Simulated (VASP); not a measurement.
# MgO in VASP: notebook

The runs below take MgO through single point, with PBE.

Program: VASP 6.6.1. These are calculated values, not measurements. Logs are shortened: lines on timing, memory, paths and dates and some standing lists are left out, and cuts for length are marked.

## Step 1: The cell of the first run

Symmetry: P6_3mc, No. 186, hexagonal system. Conventional cell: a = 3.218 Å, b = 3.218 Å, c = 4.922 Å, α = 90.00°, β = 90.00°, γ = 120.00°. Within 2.4 Å of Mg (site symmetry 3m) lie 4 O at 1.77 to 1.98 Å. Within 2.4 Å of O (site symmetry 3m) lie 4 Mg at 1.77 to 1.98 Å.

## Step 2: Single point, PBE (strained)

INCAR

```
PREC = Accurate
ENCUT = 520
EDIFF = 1E-7
ISMEAR = 0
SIGMA = 0.02
LREAL = F
LASPH = T
NELM = 60
ALGO = Normal
ISIF = 2
LWAVE = F
LCHARG = F
GGA = PE
NBANDS = 16
```

KPOINTS

```
Automatic mesh
0
Gamma
  9 9 6
```

POSCAR

```
MgO
1.0
    3.2180467256      0.0000000000      0.0000000000
   -1.6090233628      2.7869102149      0.0000000000
    0.0000000000      0.0000000000      4.9224393153
Mg O
2 2
Direct
    0.3333333300      0.6666666700      0.0222284486
    0.6666666700      0.3333333300      0.5222284486
    0.3333333300      0.6666666700      0.3823715514
    0.6666666700      0.3333333300      0.8823715514
```

Potentials or basis: VASP PAW PBE potentials, release 64 (Mg, O).

Started as:

```console
> cat potpaw_PBE.64/Mg/POTCAR potpaw_PBE.64/O/POTCAR > POTCAR
> mpirun -np 1 vasp_std > vasp.out
```

OUTCAR:

```text
PREC = Accurate
   ENCUT = 520
   EDIFF = 1E-7
   ISMEAR = 0
   LREAL = F
   LASPH = T
   NELM = 60
   ISIF = 2
   GGA = PE

 ion  position               nearest neighbor table
   1  0.333  0.667  0.022-   3 1.77   4 1.98   4 1.98   4 1.98   2 3.08   2 3.08   2 3.08   2 3.08
                             2 3.08   2 3.08
   2  0.667  0.333  0.522-   4 1.77   3 1.98   3 1.98   3 1.98   1 3.08   1 3.08   1 3.08   1 3.08
                             1 3.08   1 3.08
   3  0.333  0.667  0.382-   1 1.77   2 1.98   2 1.98   2 1.98
   4  0.667  0.333  0.882-   2 1.77   1 1.98   1 1.98   1 1.98

  LATTYP: Found a hexagonal cell.
 ALAT       =     3.2180467256
 C/A-ratio  =     1.5296357496

  Lattice vectors:

 A1 = (   3.2180467256,   0.0000000000,   0.0000000000)
 A2 = (  -1.6090233628,   2.7869102149,   0.0000000000)
 A3 = (   0.0000000000,   0.0000000000,   4.9224393153)

Analysis of symmetry for initial positions (statically):
=====================================================================
 Subroutine PRICEL returns:
 Original cell was already a primitive cell.

 Routine SETGRP: Setting up the symmetry group for a
 hexagonal supercell.

 Subroutine GETGRP returns: Found 12 space group operations
 (whereof  6 operations were pure point group operations)
 out of a pool of 24 trial point group operations.

The static configuration has the point symmetry C_3v.
 The point group associated with its full space group is C_6v.

Analysis of symmetry for dynamics (positions and initial velocities):
=====================================================================
 Subroutine PRICEL returns:
 Original cell was already a primitive cell.

 Routine SETGRP: Setting up the symmetry group for a
 hexagonal supercell.

 Subroutine GETGRP returns: Found 12 space group operations
 (whereof  6 operations were pure point group operations)
 out of a pool of 24 trial point group operations.

The dynamic configuration has the point symmetry C_3v.
 The point group associated with its full space group is C_6v.

 Subroutine INISYM returns: Found 12 space group operations
 (whereof  6 operations are pure point group operations),
 and found     1 'primitive' translations

----------------------------------------------------------------------------------------

                                     Primitive cell

  volume of cell :      44.1464

  direct lattice vectors                    reciprocal lattice vectors
     3.218046726  0.000000000  0.000000000     0.310747508  0.179410157  0.000000000
    -1.609023363  2.786910215  0.000000000     0.000000000  0.358820315  0.000000000
     0.000000000  0.000000000  4.922439315     0.000000000  0.000000000  0.203151311

  length of vectors
     3.218046726  3.218046726  4.922439315     0.358820315  0.358820315  0.203151311

  position of ions in fractional coordinates (direct lattice)
     0.333333330  0.666666670  0.022228449
     0.666666670  0.333333330  0.522228449
     0.333333330  0.666666670  0.382371551
     0.666666670  0.333333330  0.882371551

  ion indices of the primitive-cell ions
   primitive index   ion index
                 1           1
                 2           2
                 3           3
                 4           4

----------------------------------------------------------------------------------------

 KPOINTS: Automatic mesh

Automatic generation of k-mesh.
 Grid dimensions read from file:
 generate k-points for:    9    9    6

 Generating k-lattice:

  Cartesian coordinates                     Fractional coordinates (reciprocal lattice)
     0.034527501  0.019934462  0.000000000     0.111111111  0.000000000  0.000000000
     0.000000000  0.039868924  0.000000000     0.000000000  0.111111111  0.000000000
     0.000000000  0.000000000  0.033858552     0.000000000  0.000000000  0.166666667

  Length of vectors
     0.039868924  0.039868924  0.033858552

  Shift w.r.t. Gamma in fractional coordinates (k-lattice)
     0.000000000  0.000000000  0.000000000

 Subroutine IBZKPT returns following result:
 ===========================================

 Found     48 irreducible k-points:

 Following reciprocal coordinates:
            Coordinates               Weight
  0.000000  0.000000  0.000000      1.000000
  0.111111 -0.000000  0.000000      6.000000
  0.222222  0.000000  0.000000      6.000000
  0.333333 -0.000000  0.000000      6.000000
  0.444444  0.000000  0.000000      6.000000
  0.111111  0.111111  0.000000      6.000000
[... 16 lines left out ...]
  0.333333  0.222222  0.166667     24.000000
  0.333333  0.333333  0.166667      4.000000
 [... further k-points ...]
   k-points           NKPTS =     48   k-points in BZ     NKDIM =     48   number of bands    NBANDS=     16
   number of dos      NEDOS =    301   number of ions     NIONS =      4
   total plane-waves  NPLWV =  23040
   dimension x,y,z NGX =    24 NGY =   24 NGZ =   40
   dimension x,y,z NGXF=    48 NGYF=   48 NGZF=   80
   ions per type =               2   2
   NGX,Y,Z   is equivalent  to a cutoff of  12.40, 12.40, 13.51 a.u.
   NGXF,Y,Z  is equivalent  to a cutoff of  24.80, 24.80, 27.02 a.u.
 SYSTEM =  unknown system
   PREC   = accura    normal or accurate (medium, high low for compatibility)
   ISTART =      0    job   : 0-new  1-cont  2-samecut
   ICHARG =      2    charge: 1-file 2-atom 10-const
   ISPIN  =      1    spin polarized calculation?
   LNONCOLLINEAR =      F non collinear calculations
   LSORBIT =      F    spin-orbit coupling
   LASPH  =      T    aspherical Exc in radial PAW
   ENCUT  =  520.0 eV  38.22 Ry    6.18 a.u.   5.98  5.98  9.15*2*pi/ulx,y,z
   NELM   =     60;   NELMIN=  2; NELMDL= -5     # of ELM steps
   EDIFF  = 0.1E-06   stopping-criterion for ELM
   LREAL  =      F    real-space projection
   EDIFFG = 0.1E-05   stopping-criterion for IOM
   NSW    =      0    number of steps for IOM
   IBRION =     -1    ionic relax: 0-MD 1-quasi-New 2-CG
   NFREE  =      0    steps in history (QN), initial steepest desc. (CG)
   ISIF   =      2    stress and relaxation
   ISYM   =      2    0-nonsym 1-usesym 2-fastsym
   POTIM  = 0.5000    time-step for ionic-motion
   TEBEG  =    0.0;   TEEND  =   0.0 temperature during run
   PSTRESS=    0.0 pullay stress
   NELECT =      16.0000    total number of electrons
   NUPDOWN=      -1.0000    fix difference up-down
   EMIN   =  10.00;   EMAX   =-10.00  energy-range for DOS
   EFERMI =   0.00;   METHOD = LEGACY
   ISMEAR =     0;   SIGMA  =   0.02  broadening in eV -4-tet -1-fermi 0-gaus
   EFERMI_NEDOS =   21; number of points for ismear=-14 and -15
   IALGO  =     38    algorithm
   IMIX   =      4    mixing-type and parameters
     AMIX     =   0.40;   BMIX     =  1.00
     AMIX_MAG =   1.60;   BMIX_MAG =  1.00
  volume/ion in A,a.u.               =      11.04        74.48
  Fermi-wavevector in a.u.,A,eV,Ry     =   1.167212  2.205710 18.536345  1.362383
  Thomas-Fermi vector in A             =   2.303715
   LORBIT       =      0    0 simple, 1 ext, 2 COOP (PROOUT), +10 PAW based schemes
   GGA     = PE    functional components
   LHFCALC =     F    Hartree Fock is set to
   AEXX    =    0.0000 exact exchange contribution
   IVDW    =     0    specifies the selected vdW correction
   LEPSILON=     F    determine dielectric tensor
   LRPA    =     F    only Hartree local field effects (RPA)
 non-spin polarized calculation
 Gauss-broadening in eV      SIGMA  =   0.02
  energy-cutoff  :      520.00
  volume of cell :       44.15
 maximum number of plane-waves:      1212
 NGX is ok and might be reduce to    24
   NGX = 11   NGY = 11   NGZ = 19

 number of electron      16.0000007 magnetization

 Free energy of the ion-electron system (eV)
  ---------------------------------------------------
  ext. energy  EPLUGINS =         0.00000000
  ---------------------------------------------------
  free energy    TOTEN  =       -22.95620826 eV

  energy without entropy =      -22.95620826  energy(sigma->0) =      -22.95620826

 E-fermi :   1.3683     XC(G=0): -10.0221

 val. band max:        1.2291332563   @ k =   0.0000   0.0000   0.0000
 cond. band min:       5.3439266321   @ k =   0.0000   0.0000   0.0000
 fundamental gap:      4.1147933758
 Fermi energy:         1.3682951806

 k-point     1 :       0.0000    0.0000    0.0000
  band No.  band energies     occupation
      1     -14.9798      2.00000
      2     -14.0769      2.00000
      3      -1.9413      2.00000
      4       0.8620      2.00000
      5       0.8620      2.00000
      6       1.1412      2.00000
[... 8 lines left out ...]
     15      18.9105      0.00000
     16      18.9105      0.00000

 k-point     2 :       0.1111   -0.0000    0.0000
  band No.  band energies     occupation
      1     -14.9100      2.00000
      2     -14.0529      2.00000
      3      -1.8152      2.00000
      4       0.5033      2.00000
      5       0.7412      2.00000
      6       0.7679      2.00000
[... 8 lines left out ...]
     15      18.6856      0.00000
     16      18.7887      0.00000

 k-point     3 :       0.2222    0.0000    0.0000
  band No.  band energies     occupation
      1     -14.7218      2.00000
      2     -13.9981      2.00000
      3      -1.4637      2.00000
      4      -0.3931      2.00000
      5       0.1266      2.00000
      6       0.5730      2.00000
[... 8 lines left out ...]
     15      17.6335      0.00000
     16      17.8512      0.00000

 k-point     4 :       0.3333   -0.0000    0.0000
  band No.  band energies     occupation
      1     -14.4768      2.00000
      2     -13.9556      2.00000
      3      -1.2545      2.00000
      4      -0.9340      2.00000
      5      -0.4375      2.00000
      6       0.3854      2.00000
[... 8 lines left out ...]
     15      16.9923      0.00000
     16      18.0356      0.00000
[... 324 lines left out ...]
 k-point    22 :       0.2222    0.2222    0.1667
  band No.  band energies     occupation
      1     -14.3272      2.00000
      2     -13.9741      2.00000
      3      -1.2634      2.00000
      4      -1.1169      2.00000
      5      -0.0903      2.00000
      6       0.0009      2.00000
[... 8 lines left out ...]
     15      16.4060      0.00000
     16      18.6903      0.00000

 k-point    23 :       0.3333    0.2222    0.1667
  band No.  band energies     occupation
      1     -14.1613      2.00000
      2     -13.9882      2.00000
      3      -1.4771      2.00000
      4      -0.9434      2.00000
      5      -0.4633      2.00000
      6       0.1583      2.00000
[... 8 lines left out ...]
     15      16.0547      0.00000
     16      18.7187      0.00000

 k-point    24 :       0.3333    0.3333    0.1667
  band No.  band energies     occupation
      1     -14.0486      2.00000
      2     -14.0486      2.00000
      3      -1.2966      2.00000
      4      -0.8120      2.00000
      5      -0.8120      2.00000
      6      -0.0342      2.00000
[... 8 lines left out ...]
     15      15.7748      0.00000
     16      19.5251      0.00000

 [... further k-points ...]

------------------------ aborting loop because EDIFF is reached ----------------------------------------

  FORCE on cell =-STRESS in cart. coord.  units (eV):
  Direction    XX          YY          ZZ          XY          YZ          ZX
  --------------------------------------------------------------------------------------
  -------------------------------------------------------------------------------------
  Total        1.8100762      1.8100762     11.2279846      0.0000000     -0.0000000     -0.0000000
  in kB       65.6918896     65.6918896    407.4897564      0.0000000     -0.0000000     -0.0000000
  external PRESSURE =     179.6245118 kB  Pullay stress =       0.0000000 kB

 VOLUME and BASIS-vectors are now :
 -----------------------------------------------------------------------------
  energy-cutoff  :      520.00
  volume of cell :       44.15
      direct lattice vectors                 reciprocal lattice vectors
     3.218046726  0.000000000  0.000000000     0.310747508  0.179410157  0.000000000
    -1.609023363  2.786910215  0.000000000     0.000000000  0.358820315  0.000000000
     0.000000000  0.000000000  4.922439315     0.000000000  0.000000000  0.203151311

 POSITION                                       TOTAL-FORCE (eV/Angst)
 -----------------------------------------------------------------------------------
     -0.00000      1.85794      0.10942        -0.000000      0.000000     -2.710815
      1.60902      0.92897      2.57064        -0.000000      0.000000     -2.710815
     -0.00000      1.85794      1.88220         0.000000      0.000000      2.710815
      1.60902      0.92897      4.34342        -0.000000     -0.000000      2.710815
 -----------------------------------------------------------------------------------
    total drift:                               -0.000017      0.000010     -0.000275

  FREE ENERGIE OF THE ION-ELECTRON SYSTEM (eV)
  ---------------------------------------------------
  free  energy   TOTEN  =       -22.9562082590 eV

  energy  without entropy=      -22.9562082590  energy(sigma->0) =      -22.95620826
```

Wall time 34 s (1 thread of Intel Xeon 8259CL, shared host); peak memory 0.18 GiB.

What came out:

| Item | Value |
| --- | --- |
| Free energy | -22.9562 eV |
| Pressure | 18.0 GPa |
| Largest force | 2.711 eV/Å |
| Band gap on the k mesh | 4.11 eV |

Forces on the atoms (eV/Å):
```
Mg   0.000  0.000 -2.711
Mg   0.000  0.000 -2.711
O    0.000  0.000  2.711
O    0.000  0.000  2.711
```

Stress tensor (GPa, compression positive):
```
 6.57  0.00  0.00
 0.00  6.57  0.00
 0.00  0.00 40.75
```

Caveat: the cell differs from its parent crystal (strained); the stress differs along the axes, from 7 to 41 GPa; forces of over 1 eV/Å act on the atoms, so gaps and moduli don't describe the material at rest.

## Step 3: Single point, PBE (strained)

INCAR

```
PREC = Accurate
ENCUT = 520
EDIFF = 1E-6
ISMEAR = 0
SIGMA = 0.02
LREAL = F
LASPH = T
NELM = 80
ALGO = Normal
ISIF = 2
LWAVE = F
LCHARG = F
GGA = PE
NBANDS = 16
```

KPOINTS is that of step 2.

POSCAR

```
MgO
1.0
    3.4123130553      0.0000000000      0.0000000000
   -1.7061565277      2.9551497915      0.0000000000
    0.0000000000      0.0000000000      5.2150839558
Mg O
2 2
Direct
    0.3333333300      0.6666666700      0.0222284486
    0.6666666700      0.3333333300      0.5222284486
    0.3333333300      0.6666666700      0.3823715514
    0.6666666700      0.3333333300      0.8823715514
```

Potentials or basis: VASP PAW PBE potentials, release 64 (Mg, O).

Started as:

```console
> cat potpaw_PBE.64/Mg/POTCAR potpaw_PBE.64/O/POTCAR > POTCAR
> mpirun -np 1 vasp_std > vasp.out
```

Run time: 63 s. Hardware: 1 thread of Intel Xeon 8259CL, shared host; peak memory 0.2 GiB.

Results (log left out):

* Free energy: -23.2084 eV
* Pressure: -5.2 GPa
* Largest force: 1.528 eV/Å
* Band gap on the k mesh: 3.19 eV

Forces in eV/Å, atoms in the order of the input:
```
Mg   0.000  0.000 -1.528
Mg   0.000  0.000 -1.528
O    0.000  0.000  1.528
O    0.000  0.000  1.528
```

Stress tensor (GPa, compression positive):
```
-10.95   0.00   0.00
  0.00 -10.95   0.00
  0.00   0.00   6.27
```

Levels at points of the mesh, in eV from the valence-band top:
| k point | band 6 | band 7 | band 8 | band 9 | band 10 | band 11 |
| --- | --- | --- | --- | --- | --- | --- |
| (0.00, 0.00, 0.00) | -0.01 | -0.01 | 0.00 | 3.19 | 7.79 | 9.57 |
| (0.00, 0.00, 0.50) | -0.15 | -0.15 | -0.15 | 5.44 | 5.44 | 12.50 |

Caveat: the cell differs from its parent crystal (strained); the stress differs along the axes, from -11 to 6 GPa; forces of over 1 eV/Å act on the atoms, so gaps and moduli don't describe the material at rest. A k mesh can miss the band edges.

(Continued in part 2 of 2.)
